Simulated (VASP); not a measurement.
# TePd (Pm-3m) in VASP: single point with LDA+U

Aim: the single point of TePd with LDA+U.

All numbers are computed with VASP 6.6.1; they aren't measurements. Logs are shortened: lines on timing, memory, paths and dates and some standing lists are left out, and cuts for length are marked.

## 1. The cell of the first run

It takes space group Pm-3m (No. 221, cubic). Conventional cell: a = 3.631 Å, b = 3.631 Å, c = 3.631 Å, α = 90.00°, β = 90.00°, γ = 90.00°. Within 4.1 Å of Pd (site symmetry m-3m) lie 8 Te at 3.14 Å and 6 Pd at 3.63 Å. Te (site symmetry m-3m) has 8 Pd at 3.14 Å and 6 Te at 3.63 Å within 4.1 Å.

## 2. Single point, LDA+U

INCAR reads:

```
SYSTEM = TePd
PREC = Accurate
ENCUT = 500
EDIFF = 1E-6
ISMEAR = 0
SIGMA = 0.05
LREAL = .FALSE.
LASPH = .TRUE.
NELM = 200
ALGO = Normal
ISIF = 2
LWAVE = .FALSE.
LCHARG = .TRUE.
LMAXMIX = 4
LDAU = .TRUE.
LDAUTYPE = 1
LDAUL = 2 -1
LDAUU = 5 0
LDAUJ = 0.9 0
LDAUPRINT = 1
GGA = CA
LELF = .TRUE.
LVHAR = .TRUE.
NBANDS = 15
GGA_COMPAT = .FALSE.
```

KPOINTS reads:

```
regular mesh
0
G
  5 5 5
  0 0 0
```

POSCAR reads:

```
TePd
1.0
    3.6310931200      0.0000000000      0.0000000000
    0.0000000000      3.6310931200      0.0000000000
    0.0000000000      0.0000000000      3.6310931200
Pd Te
1 1
Direct
    0.0000000000      0.0000000000      0.0000000000
    0.5000000000      0.5000000000      0.5000000000
```

Potentials or basis: VASP PAW LDA potentials, release 64 (Pd, Te).

Run with:

```bash
$ cat potpaw_LDA.64/Pd/POTCAR potpaw_LDA.64/Te/POTCAR > POTCAR
$ mpirun -np 1 vasp_std > vasp.out
```

OUTCAR:

```text
SYSTEM = TePd
   PREC = Accurate
   ENCUT = 500
   EDIFF = 1E-6
   ISMEAR = 0
   LREAL = .FALSE.
   LASPH = .TRUE.
   NELM = 200
   ISIF = 2
   GGA = CA

 ion  position               nearest neighbor table
   1  0.000  0.000  0.000-   2 3.14   2 3.14   2 3.14   2 3.14   2 3.14   2 3.14   2 3.14   2 3.14

   2  0.500  0.500  0.500-   1 3.14   1 3.14   1 3.14   1 3.14   1 3.14   1 3.14   1 3.14   1 3.14

  LATTYP: Found a simple cubic cell.
 ALAT       =     3.6310931200

  Lattice vectors:

 A1 = (   3.6310931200,   0.0000000000,   0.0000000000)
 A2 = (   0.0000000000,   3.6310931200,   0.0000000000)
 A3 = (   0.0000000000,   0.0000000000,   3.6310931200)

Analysis of symmetry for initial positions (statically):
=====================================================================
 Subroutine PRICEL returns:
 Original cell was already a primitive cell.

 Routine SETGRP: Setting up the symmetry group for a
 simple cubic supercell.

 Subroutine GETGRP returns: Found 48 space group operations
 (whereof 48 operations were pure point group operations)
 out of a pool of 48 trial point group operations.

The static configuration has the point symmetry O_h .

Analysis of symmetry for dynamics (positions and initial velocities):
=====================================================================
 Subroutine PRICEL returns:
 Original cell was already a primitive cell.

 Routine SETGRP: Setting up the symmetry group for a
 simple cubic supercell.

 Subroutine GETGRP returns: Found 48 space group operations
 (whereof 48 operations were pure point group operations)
 out of a pool of 48 trial point group operations.

The dynamic configuration has the point symmetry O_h .

 Subroutine INISYM returns: Found 48 space group operations
 (whereof 48 operations are pure point group operations),
 and found     1 'primitive' translations

----------------------------------------------------------------------------------------

                                     Primitive cell

  volume of cell :      47.8754

  direct lattice vectors                    reciprocal lattice vectors
     3.631093120  0.000000000  0.000000000     0.275399161  0.000000000  0.000000000
     0.000000000  3.631093120  0.000000000     0.000000000  0.275399161  0.000000000
     0.000000000  0.000000000  3.631093120     0.000000000  0.000000000  0.275399161

  length of vectors
     3.631093120  3.631093120  3.631093120     0.275399161  0.275399161  0.275399161

  position of ions in fractional coordinates (direct lattice)
     0.000000000  0.000000000  0.000000000
     0.500000000  0.500000000  0.500000000

  ion indices of the primitive-cell ions
   primitive index   ion index
                 1           1
                 2           2

----------------------------------------------------------------------------------------

 KPOINTS: regular mesh

Automatic generation of k-mesh.
 Grid dimensions read from file:
 generate k-points for:    5    5    5

 Generating k-lattice:

  Cartesian coordinates                     Fractional coordinates (reciprocal lattice)
     0.055079832  0.000000000  0.000000000     0.200000000  0.000000000  0.000000000
     0.000000000  0.055079832  0.000000000     0.000000000  0.200000000  0.000000000
     0.000000000  0.000000000  0.055079832     0.000000000  0.000000000  0.200000000

  Length of vectors
     0.055079832  0.055079832  0.055079832

  Shift w.r.t. Gamma in fractional coordinates (k-lattice)
     0.000000000  0.000000000  0.000000000

 Subroutine IBZKPT returns following result:
 ===========================================

 Found     10 irreducible k-points:

 Following reciprocal coordinates:
            Coordinates               Weight
  0.000000  0.000000  0.000000      1.000000
  0.200000  0.000000  0.000000      6.000000
  0.400000  0.000000  0.000000      6.000000
  0.200000  0.200000  0.000000     12.000000
  0.400000  0.200000  0.000000     24.000000
  0.400000  0.400000  0.000000     12.000000
  0.200000  0.200000  0.200000      8.000000
  0.400000  0.200000  0.200000     24.000000
  0.400000  0.400000  0.200000     24.000000
  0.400000  0.400000  0.400000      8.000000
   k-points           NKPTS =     10   k-points in BZ     NKDIM =     10   number of bands    NBANDS=     15
   number of dos      NEDOS =    301   number of ions     NIONS =      2
   total plane-waves  NPLWV =  21952
   dimension x,y,z NGX =    28 NGY =   28 NGZ =   28
   dimension x,y,z NGXF=    56 NGYF=   56 NGZF=   56
   ions per type =               1   1
   NGX,Y,Z   is equivalent  to a cutoff of  12.82, 12.82, 12.82 a.u.
   NGXF,Y,Z  is equivalent  to a cutoff of  25.64, 25.64, 25.64 a.u.
 SYSTEM =  TePd
   PREC   = accura    normal or accurate (medium, high low for compatibility)
   ISTART =      0    job   : 0-new  1-cont  2-samecut
   ICHARG =      2    charge: 1-file 2-atom 10-const
   ISPIN  =      1    spin polarized calculation?
   LNONCOLLINEAR =      F non collinear calculations
   LSORBIT =      F    spin-orbit coupling
   LASPH  =      T    aspherical Exc in radial PAW
   ENCUT  =  500.0 eV  36.75 Ry    6.06 a.u.   6.62  6.62  6.62*2*pi/ulx,y,z
   NELM   =    200;   NELMIN=  2; NELMDL= -5     # of ELM steps
   EDIFF  = 0.1E-05   stopping-criterion for ELM
   LREAL  =      F    real-space projection
   EDIFFG = 0.1E-04   stopping-criterion for IOM
   NSW    =      0    number of steps for IOM
   IBRION =     -1    ionic relax: 0-MD 1-quasi-New 2-CG
   NFREE  =      0    steps in history (QN), initial steepest desc. (CG)
   ISIF   =      2    stress and relaxation
   ISYM   =      2    0-nonsym 1-usesym 2-fastsym
   POTIM  = 0.5000    time-step for ionic-motion
   TEBEG  =    0.0;   TEEND  =   0.0 temperature during run
   PSTRESS=    0.0 pullay stress
   NELECT =      16.0000    total number of electrons
   NUPDOWN=      -1.0000    fix difference up-down
   EMIN   =  10.00;   EMAX   =-10.00  energy-range for DOS
   EFERMI =   0.00;   METHOD = LEGACY
   ISMEAR =     0;   SIGMA  =   0.05  broadening in eV -4-tet -1-fermi 0-gaus
   EFERMI_NEDOS =   21; number of points for ismear=-14 and -15
   IALGO  =     38    algorithm
   IMIX   =      4    mixing-type and parameters
     AMIX     =   0.40;   BMIX     =  1.00
     AMIX_MAG =   1.60;   BMIX_MAG =  1.00
  volume/ion in A,a.u.               =      23.94       161.54
  Fermi-wavevector in a.u.,A,eV,Ry     =   1.136085  2.146889 17.560887  1.290689
  Thomas-Fermi vector in A             =   2.272790
   LORBIT       =      0    0 simple, 1 ext, 2 COOP (PROOUT), +10 PAW based schemes
 LDA+U is selected, type is set to LDAUTYPE =  1
   angular momentum for each species LDAUL =     2   -1
   U (eV)           for each species LDAUU =   5.0  0.0
   J (eV)           for each species LDAUJ =   0.9  0.0
   GGA     = CA    functional components
   LHFCALC =     F    Hartree Fock is set to
   AEXX    =    0.0000 exact exchange contribution
   IVDW    =     0    specifies the selected vdW correction
   LEPSILON=     F    determine dielectric tensor
   LRPA    =     F    only Hartree local field effects (RPA)
 non-spin polarized calculation
 Gauss-broadening in eV      SIGMA  =   0.05
  energy-cutoff  :      500.00
  volume of cell :       47.88
 maximum number of plane-waves:      1233
 NGX is ok and might be reduce to    28
   NGX = 13   NGY = 13   NGZ = 13

atom =   1  type =  1  l = 2

 onsite density matrix

spin component  1

  0.8820 -0.0000  0.0000 -0.0000 -0.0000
 -0.0000  0.8820 -0.0000 -0.0000 -0.0000
  0.0000 -0.0000  0.9418 -0.0000 -0.0000
 -0.0000 -0.0000 -0.0000  0.8820  0.0000
 -0.0000 -0.0000 -0.0000  0.0000  0.9418

spin component  2

  0.8820 -0.0000  0.0000 -0.0000 -0.0000
 -0.0000  0.8820 -0.0000 -0.0000 -0.0000
  0.0000 -0.0000  0.9418 -0.0000 -0.0000
 -0.0000 -0.0000 -0.0000  0.8820  0.0000
 -0.0000 -0.0000 -0.0000  0.0000  0.9418

 occupancies and eigenvectors

  o =  0.8820  v =  0.0000 -0.2661 -0.0000  0.9639 -0.0000  0.0000  0.0000  0.0000  0.0000  0.0000      0.0000  0.0000  0.0000  0.0000  0.0000  0.0000  0.0000  0.0000  0.0000  0.0000
  o =  0.8820  v =  0.0000  0.0000  0.0000  0.0000  0.0000  0.0000 -0.2661 -0.0000  0.9639 -0.0000      0.0000  0.0000  0.0000  0.0000  0.0000  0.0000  0.0000  0.0000  0.0000  0.0000
  o =  0.8820  v =  1.0000  0.0000  0.0000  0.0000  0.0000  0.0000  0.0000  0.0000  0.0000  0.0000      0.0000  0.0000  0.0000  0.0000  0.0000  0.0000  0.0000  0.0000  0.0000  0.0000
  o =  0.8820  v =  0.0000  0.0000  0.0000  0.0000  0.0000  1.0000  0.0000  0.0000  0.0000  0.0000      0.0000  0.0000  0.0000  0.0000  0.0000  0.0000  0.0000  0.0000  0.0000  0.0000
  o =  0.8820  v =  0.0000  0.0000  0.0000  0.0000  0.0000  0.0000 -0.9639  0.0000 -0.2661  0.0000      0.0000  0.0000  0.0000  0.0000  0.0000  0.0000  0.0000  0.0000  0.0000  0.0000
  o =  0.8820  v =  0.0000 -0.9639  0.0000 -0.2661  0.0000  0.0000  0.0000  0.0000  0.0000  0.0000      0.0000  0.0000  0.0000  0.0000  0.0000  0.0000  0.0000  0.0000  0.0000  0.0000
  o =  0.9418  v =  0.0000  0.0000  0.0000  0.0000  0.0000  0.0000  0.0000  0.0461  0.0000  0.9989      0.0000  0.0000  0.0000  0.0000  0.0000  0.0000  0.0000  0.0000  0.0000  0.0000
  o =  0.9418  v =  0.0000  0.0000  0.0461  0.0000  0.9989  0.0000  0.0000  0.0000  0.0000  0.0000      0.0000  0.0000  0.0000  0.0000  0.0000  0.0000  0.0000  0.0000  0.0000  0.0000
  o =  0.9418  v =  0.0000 -0.0000 -0.9989 -0.0000  0.0461  0.0000  0.0000  0.0000  0.0000  0.0000      0.0000  0.0000  0.0000  0.0000  0.0000  0.0000  0.0000  0.0000  0.0000  0.0000
  o =  0.9418  v =  0.0000  0.0000  0.0000  0.0000  0.0000  0.0000 -0.0000 -0.9989 -0.0000  0.0461      0.0000  0.0000  0.0000  0.0000  0.0000  0.0000  0.0000  0.0000  0.0000  0.0000

 number of electron      16.0000007 magnetization

 Free energy of the ion-electron system (eV)
  ---------------------------------------------------
  ext. energy  EPLUGINS =         0.00000000
  ---------------------------------------------------
  free energy    TOTEN  =        -7.83232803 eV

  energy without entropy =       -7.82912377  energy(sigma->0) =       -7.83072590

 E-fermi :   6.8117     XC(G=0): -10.8663

 val. band max:        6.7944162050   @ k =   0.4000   0.4000   0.4000
 cond. band min:       7.1209008942   @ k =   0.2000   0.0000   0.0000
 fundamental gap:      0.3264846893
 Fermi energy:         6.8116970500

 k-point     1 :       0.0000    0.0000    0.0000
  band No.  band energies     occupation
      1      -5.6758      2.00000
      2       3.4830      2.00000
      3       3.4830      2.00000
      4       4.5941      2.00000
      5       4.5941      2.00000
      6       4.5941      2.00000
      7       6.3599      2.00000
      8       6.3599      2.00000
      9       6.3599      2.00000
     10       8.6977      0.00000
     11      13.3221      0.00000
     12      13.3221      0.00000
     13      19.6292      0.00000
     14      19.6292      0.00000
     15      19.6292      0.00000

 k-point     2 :       0.2000    0.0000    0.0000
  band No.  band energies     occupation
      1      -5.3812      2.00000
      2       3.0270      2.00000
      3       3.5416      2.00000
      4       4.1680      2.00000
      5       4.1680      2.00000
      6       4.6061      2.00000
      7       4.8987      2.00000
      8       7.1209      0.00000
      9       7.1209      0.00000
     10      10.1177      0.00000
     11      13.2707      0.00000
     12      14.9239      0.00000
     13      17.0244      0.00000
     14      17.0244      0.00000
     15      17.7451      0.00000
[... 113 lines left out ...]
      3       2.5379      2.00000
      4       3.9839      2.00000
      5       4.1877      2.00000
      6       4.5777      2.00000
      7       4.6809      2.00000
      8       5.3899      2.00000
      9       7.3870      0.00000
     10       9.0330      0.00000
     11      12.5795      0.00000
     12      13.1415      0.00000
     13      16.2572      0.00000
     14      17.5055      0.00000
     15      20.6866      0.00000

 k-point    10 :       0.4000    0.4000    0.4000
  band No.  band energies     occupation
      1      -3.3458      2.00000
      2       2.1676      2.00000
      3       2.1676      2.00000
      4       2.6662      2.00000
      5       4.6623      2.00000
      6       4.6623      2.00000
      7       5.7193      2.00000
      8       6.7944      1.37500
      9       6.7944      1.37500
     10       9.7191      0.00000
     11      10.4402      0.00000
     12      10.4402      0.00000
     13      13.4500      0.00000
     14      21.5163      0.00000
     15      21.5163      0.00000

------------------------ aborting loop because EDIFF is reached ----------------------------------------

  FORCE on cell =-STRESS in cart. coord.  units (eV):
  Direction    XX          YY          ZZ          XY          YZ          ZX
  --------------------------------------------------------------------------------------
  -------------------------------------------------------------------------------------
  Total       -5.2498233     -5.2498233     -5.2498233     -0.0000000      0.0000000      0.0000000
  in kB     -175.6884089   -175.6884089   -175.6884089     -0.0000000      0.0000000      0.0000000
  external PRESSURE =    -175.6884089 kB  Pullay stress =       0.0000000 kB

 VOLUME and BASIS-vectors are now :
 -----------------------------------------------------------------------------
  energy-cutoff  :      500.00
  volume of cell :       47.88
      direct lattice vectors                 reciprocal lattice vectors
     3.631093120  0.000000000  0.000000000     0.275399161  0.000000000  0.000000000
     0.000000000  3.631093120  0.000000000     0.000000000  0.275399161  0.000000000
     0.000000000  0.000000000  3.631093120     0.000000000  0.000000000  0.275399161

 POSITION                                       TOTAL-FORCE (eV/Angst)
 -----------------------------------------------------------------------------------
      0.00000      0.00000      0.00000         0.000000      0.000000      0.000000
      1.81555      1.81555      1.81555         0.000000      0.000000      0.000000
 -----------------------------------------------------------------------------------
    total drift:                               -0.000000      0.000000     -0.000000

  FREE ENERGIE OF THE ION-ELECTRON SYSTEM (eV)
  ---------------------------------------------------
  free  energy   TOTEN  =        -7.8323280309 eV

  energy  without entropy=       -7.8291237687  energy(sigma->0) =       -7.83072590
```

Run time: 18 s. Hardware: 1 thread of AMD EPYC 7R13, shared host; peak memory 0.11 GiB.

Results:

| Property | Result |
| --- | --- |
| Free energy | -7.8323 eV |
| Pressure | -17.6 GPa |
| Band gap on the k mesh | zero (band 8 reaches 8.29 eV, above the bottom of band 9 at 6.29 eV) |

Eigenvalues of the final occupation matrices:
| site | spin | trace | eigenvalues |
| --- | --- | --- | --- |
| site 1 d | 1 | 4.53 | 0.88 0.88 0.88 0.94 0.94 |
| site 1 d | 2 | 4.53 | 0.88 0.88 0.88 0.94 0.94 |

Caveat: spin-orbit coupling is left out, which moves the levels of the heavy elements; U without spin polarisation on a metal has little footing; the U is typed as a test and isn't derived for this compound.
